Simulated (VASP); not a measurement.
# KTaO3 (Pm-3m) in VASP: notebook, part 2 of 2

VASP 6.6.1. The steps go on from the part before.

### Step 4. Electric field gradients, LDA (volume scaled by 1.02)

INCAR

```
SYSTEM = KTaO3
  PREC = Accurate
  ENCUT = 520
  EDIFF = 1E-8
  ISMEAR = -1
  SIGMA = 0.01
  LREAL = .False.
  LASPH = .True.
  NELM = 60
  ALGO = Normal
  ISIF = 2
  LWAVE = .False.
  LCHARG = .False.
  LEFG = .True.
  NBANDS = 27
```

KPOINTS

```
Automatic mesh
0
Gamma
  5 5 5
  0 0 0
```

POSCAR

```
KTaO3
1.0
    4.0147133525      0.0000000000      0.0000000000
    0.0000000000      4.0147133525      0.0000000000
    0.0000000000      0.0000000000      4.0147133525
K Ta O
1 1 3
Direct
    0.5000000000      0.5000000000      0.5000000000
    0.0000000000      0.0000000000      0.0000000000
    0.5000000000      0.0000000000      0.0000000000
    0.0000000000      0.5000000000      0.0000000000
    0.0000000000      0.0000000000      0.5000000000
```

Potentials or basis: VASP PAW LDA potentials, release 64 (K_sv, Ta_pv, O).

Launch:

```sh
cat potpaw_LDA.64/K_sv/POTCAR potpaw_LDA.64/Ta_pv/POTCAR potpaw_LDA.64/O/POTCAR > POTCAR
mpirun -np 1 vasp_std > vasp.out
```

OUTCAR:

```text
SYSTEM = KTaO3
   PREC = Accurate
   ENCUT = 520
   EDIFF = 1E-8
   ISMEAR = -1
   LREAL = .False.
   LASPH = .True.
   NELM = 60
   ISIF = 2

 ion  position               nearest neighbor table
   1  0.500  0.500  0.500-   3 2.84   4 2.84   5 2.84   3 2.84   4 2.84   3 2.84   5 2.84   3 2.84
                             4 2.84   5 2.84   4 2.84   5 2.84   2 3.48   2 3.48   2 3.48   2 3.48
   2  0.000  0.000  0.000-   3 2.01   4 2.01   5 2.01   5 2.01   4 2.01   3 2.01   1 3.48   1 3.48
                             1 3.48   1 3.48   1 3.48   1 3.48   1 3.48   1 3.48
   3  0.500  0.000  0.000-   2 2.01   2 2.01   1 2.84   1 2.84   1 2.84   1 2.84
   4  0.000  0.500  0.000-   2 2.01   2 2.01   1 2.84   1 2.84   1 2.84   1 2.84
   5  0.000  0.000  0.500-   2 2.01   2 2.01   1 2.84   1 2.84   1 2.84   1 2.84

  LATTYP: Found a simple cubic cell.
 ALAT       =     4.0147133525

  Lattice vectors:

 A1 = (   4.0147133525,   0.0000000000,   0.0000000000)
 A2 = (   0.0000000000,   4.0147133525,   0.0000000000)
 A3 = (   0.0000000000,   0.0000000000,   4.0147133525)

Analysis of symmetry for initial positions (statically):
[... 497 lines left out ...]
 -----------------------------------------------------------------------------------
    total drift:                                0.000000     -0.000000      0.000000

  FREE ENERGIE OF THE ION-ELECTRON SYSTEM (eV)
  ---------------------------------------------------
  free  energy   TOTEN  =       -44.9876665374 eV

  energy  without entropy=      -44.9876665374  energy(sigma->0) =      -44.98766654

 Electric field gradients (V/A^2)
---------------------------------------------------------------------
 ion       V_xx      V_yy      V_zz      V_xy      V_xz      V_yz
---------------------------------------------------------------------
   1       0.000     0.000    -0.000     0.000    -0.000    -0.000
   2      -0.000    -0.000    -0.000    -0.000     0.000     0.000
   3      17.661    -8.830    -8.830     0.000    -0.000     0.000
   4      -8.830    17.661    -8.830    -0.000     0.000     0.000
   5      -8.830    -8.830    17.661    -0.000     0.000     0.000
---------------------------------------------------------------------

 Electric field gradients after diagonalization (V/A^2)
 (convention: |V_zz| > |V_xx| > |V_yy|)
----------------------------------------------------------------------
 ion       V_xx      V_yy      V_zz     asymmetry (V_yy - V_xx)/ V_zz
----------------------------------------------------------------------
   1       0.000     0.000    -0.000       0.070
   2      -0.000    -0.000    -0.000      -0.753
   3      -8.830    -8.830    17.661       0.000
   4      -8.830    -8.830    17.661       0.000
   5      -8.830    -8.830    17.661       0.000
----------------------------------------------------------------------

           NMR quadrupolar parameters

 Cq : quadrupolar parameter    Cq=e*Q*V_zz/h
 eta: asymmetry parameters     (V_yy - V_xx)/ V_zz
 Q  : nuclear electric quadrupole moment in mb (millibarn)
----------------------------------------------------------------------
 ion       Cq(MHz)       eta       Q (mb)
----------------------------------------------------------------------
   1      -0.000       0.070       1.000
   2      -0.000      -0.753       1.000
   3       0.043       0.000       1.000
   4       0.043       0.000       1.000
   5       0.043       0.000       1.000
----------------------------------------------------------------------
```

Wall time 14 s (1 thread of Intel Xeon Platinum 8488C (Sapphire Rapids), shared host); peak memory 0.14 GiB.

What came out:

```yaml
Free_energy: -44.9877 eV
Pressure: -8.2 GPa
Band_gap_on_the_k_mesh: 2.09 eV, indirect (least direct gap 2.61 eV)
```

Electric field gradients, principal values (V/Å²):
| atom | least | middle | greatest (by size) |
| --- | --- | --- | --- |
| 1 K | 0.000 | 0.000 | 0.000 |
| 2 Ta | 0.000 | 0.000 | 0.000 |
| 3 O | -8.830 | -8.830 | 17.661 |
| 4 O | -8.830 | -8.830 | 17.661 |
| 5 O | -8.830 | -8.830 | 17.661 |

Caveat: without QUAD_EFG the Cq values of the log hold for a quadrupole moment of 1 mb, not for the nuclei; spin-orbit coupling is left out, which moves the levels of the heavy elements.

### Step 5. Electric field gradients, LDA (volume scaled by 1.06)

INCAR

```
ALGO = Normal ; EDIFF = 1E-8
ENCUT = 520 ; ISIF = 2
ISMEAR = -1 ; LASPH = T
LCHARG = F ; LEFG = T
LREAL = F ; LWAVE = F
NBANDS = 27 ; NELM = 60
PREC = Accurate ; SIGMA = 0.01
```

KPOINTS

```
k-points
0
Gamma
  5 5 5
```

POSCAR: that of step 4 with these lines changed.

```diff
@@ -2,5 +2,5 @@
 1.0
-    4.0147133525      0.0000000000      0.0000000000
-    0.0000000000      4.0147133525      0.0000000000
-    0.0000000000      0.0000000000      4.0147133525
+    4.0665218197      0.0000000000      0.0000000000
+    0.0000000000      4.0665218197      0.0000000000
+    0.0000000000      0.0000000000      4.0665218197
 K Ta O
```

Potentials or basis: VASP PAW LDA potentials, release 64 (K_sv, Ta_pv, O).

Launch:

```sh
cat potpaw_LDA.64/K_sv/POTCAR potpaw_LDA.64/Ta_pv/POTCAR potpaw_LDA.64/O/POTCAR > POTCAR
mpirun -np 1 vasp_std > vasp.out
```

OUTCAR:

```text
EDIFF = 1E-8
   ENCUT = 520
   ISIF = 2
   ISMEAR = -1
   LASPH = T
   LREAL = F
   NELM = 60
   PREC = Accurate

 ion  position               nearest neighbor table
   1  0.500  0.500  0.500-   3 2.88   4 2.88   5 2.88   3 2.88   4 2.88   3 2.88   5 2.88   3 2.88
                             4 2.88   5 2.88   4 2.88   5 2.88   2 3.52   2 3.52   2 3.52   2 3.52
   2  0.000  0.000  0.000-   3 2.03   4 2.03   5 2.03   5 2.03   4 2.03   3 2.03   1 3.52   1 3.52
                             1 3.52   1 3.52   1 3.52   1 3.52   1 3.52   1 3.52
   3  0.500  0.000  0.000-   2 2.03   2 2.03   1 2.88   1 2.88   1 2.88   1 2.88
   4  0.000  0.500  0.000-   2 2.03   2 2.03   1 2.88   1 2.88   1 2.88   1 2.88
   5  0.000  0.000  0.500-   2 2.03   2 2.03   1 2.88   1 2.88   1 2.88   1 2.88

  LATTYP: Found a simple cubic cell.
 ALAT       =     4.0665218197
[... 520 lines left out ...]
   3      23.284   -11.642   -11.642     0.000     0.000     0.000
   4     -11.642    23.284   -11.642     0.000     0.000    -0.000
   5     -11.642   -11.642    23.284    -0.000     0.000    -0.000
---------------------------------------------------------------------

 Electric field gradients after diagonalization (V/A^2)
 (convention: |V_zz| > |V_xx| > |V_yy|)
----------------------------------------------------------------------
 ion       V_xx      V_yy      V_zz     asymmetry (V_yy - V_xx)/ V_zz
----------------------------------------------------------------------
   1      -0.000    -0.000     0.000       0.073
   2       0.000    -0.000     0.000      -0.151
   3     -11.642   -11.642    23.284       0.000
   4     -11.642   -11.642    23.284       0.000
   5     -11.642   -11.642    23.284       0.000
----------------------------------------------------------------------

           NMR quadrupolar parameters

 Cq : quadrupolar parameter    Cq=e*Q*V_zz/h
 eta: asymmetry parameters     (V_yy - V_xx)/ V_zz
 Q  : nuclear electric quadrupole moment in mb (millibarn)
----------------------------------------------------------------------
 ion       Cq(MHz)       eta       Q (mb)
----------------------------------------------------------------------
   1       0.000       0.073       1.000
   2       0.000      -0.151       1.000
   3       0.056       0.000       1.000
   4       0.056       0.000       1.000
   5       0.056       0.000       1.000
----------------------------------------------------------------------
```

stdout:

```text
POSCAR found type information on POSCAR K TaO
 POSCAR found :  3 types and       5 ions
 scaLAPACK will be used
 LDA part: xc-table for (Slater(with rela. corr.)+CA(PZ))
 , standard interpolation
 POSCAR, INCAR and KPOINTS ok, starting setup
 FFT: planning ... GRIDC
 FFT: planning ... GRID_SOFT
 FFT: planning ... GRID
 WAVECAR not read
 entering main loop
ion   1

ion   2

ion   3

ion   4

ion   5
```

Wall time 14 s (1 thread of Intel Xeon Platinum 8488C (Sapphire Rapids), shared host); peak memory 0.15 GiB.

Results:

- Free energy: -44.8092 eV
- Pressure: -14.5 GPa
- Band gap on the k mesh: 2.00 eV, indirect (least direct gap 2.54 eV)

Electric field gradients, principal values (V/Å²):
```csv
atom,least,middle,greatest (by size)
1 K,0.000,0.000,0.000
2 Ta,0.000,0.000,0.000
3 O,-11.642,-11.642,23.284
4 O,-11.642,-11.642,23.284
5 O,-11.642,-11.642,23.284
```

Caveat: without QUAD_EFG the Cq values of the log hold for a quadrupole moment of 1 mb, not for the nuclei; spin-orbit coupling is left out, which moves the levels of the heavy elements. A k mesh can miss the band edges.

### Step 6. The runs side by side

| cell | gap on the mesh (eV) | pressure (GPa) |
| --- | --- | --- |
| a = 3.975 Å, 5 atoms | 2.15 | -2.4 |
| a = 4.015 Å, 5 atoms | 2.09 | -8.2 |
| a = 4.067 Å, 5 atoms | 2.00 | -14.5 |

Alike in all rows: task electric field gradients; level LDA; potentials or basis VASP PAW LDA potentials, release 64 (K_sv, Ta_pv, O); no spin polarisation; k mesh 5 × 5 × 5; cutoff (eV) 520; smearing fermi-dirac 0.01 eV.

Caveats: spin-orbit coupling is left out, which moves the levels of the heavy elements.

Total energies depend on the potentials used, so only differences within one code and one set of settings carry meaning.
